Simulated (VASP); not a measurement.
Write the native input for VASP 6.6.1 that does the following.

```
Task                   : single point
Functional             : PBE
Potentials or basis    : VASP PAW PBE potentials, release 64 (Ni)
Cutoff                 : 520 eV
k mesh                 : 16 × 16 × 16
Occupations            : gaussian, width 0.05 eV
Spin                   : collinear spin, ferromagnetic start
Starting moments       : [0.7] μB
Dipole correction      : no
Further INCAR settings : ALGO = Normal; EDIFF = 1e-06; NBANDS = 15
```

The structure of Ni lies in POSCAR:

```
Ni
1.0
    0.0000000000      1.7583436602      1.7583436602
    1.7583436602      0.0000000000      1.7583436602
    1.7583436602      1.7583436602      0.0000000000
Ni
1
Direct
    0.0000000000      0.0000000000      0.0000000000
```

The input as run:

INCAR

```
SYSTEM = Ni
PREC = Accurate
ENCUT = 520
EDIFF = 1E-6
ISMEAR = 0
SIGMA = 0.05
LREAL = .False.
LASPH = .True.
NELM = 150
ALGO = Normal
ISIF = 2
LWAVE = .False.
LCHARG = .True.
ISPIN = 2
MAGMOM = 0.7
LORBIT = 11
LMAXMIX = 4
GGA = PE
LELF = .True.
LVHAR = .True.
NBANDS = 15
```

KPOINTS

```
Automatic mesh
0
Gamma
  16 16 16
  0 0 0
```

Potentials or basis: VASP PAW PBE potentials, release 64 (Ni).

Launch:

```console
$ cat potpaw_PBE.64/Ni/POTCAR > POTCAR
$ mpirun -np 1 vasp_std > vasp.out
```

It gave:

```json
{
 "Pressure": "0.0 GPa",
 "Net moment": "0.60 μB per cell",
 "Site moments": "Ni +0.61 μB",
 "Valence electrons inside the program's atomic spheres": "Ni 9.31"
}
```

Wall time 20 s on 1 thread of Intel(R) Xeon(R) 6975P-C (Granite Rapids) (shared host), peak memory 0.14 GiB.
